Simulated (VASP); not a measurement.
A run of VASP 6.6.1 is set up as follows.

File INCAR:

```
ALGO = Normal ; EDIFF = 1E-7
ENCUT = 520 ; GGA = PE
ISIF = 2 ; ISMEAR = 0
LASPH = True ; LCHARG = True
LELF = True ; LREAL = False
LVHAR = True ; LWAVE = False
NBANDS = 22 ; NELM = 60
PREC = Accurate ; SIGMA = 0.01
```

Contents of KPOINTS:

```
k-points
0
Gamma
  6 6 4
```

POSCAR

```
NaF
1.0
    3.8680646418      0.0000000000      0.0000000000
   -1.9340323209      3.3498422433      0.0000000000
    0.0000000000      0.0000000000      4.5513806497
Na F
2 2
Direct
    0.3333333333      0.6666666667     -0.0625000000
    0.6666666667      0.3333333333      0.4375000000
    0.3333333333      0.6666666667      0.4375000000
    0.6666666667      0.3333333333      0.9375000000
```

Potentials or basis: VASP PAW PBE potentials, release 64 (Na_pv, F).

The run is started by

```bash
$ cat potpaw_PBE.64/Na_pv/POTCAR potpaw_PBE.64/F/POTCAR > POTCAR
$ mpirun -np 1 vasp_std > vasp.out
```

(1) Predict the pressure.

(2) What does it give for the band gap on the k mesh?

Answers

(1) 2.5 GPa.

(2) 5.68 eV.

Caveat: the structure was generated, so it needn't be the stable form of NaF.
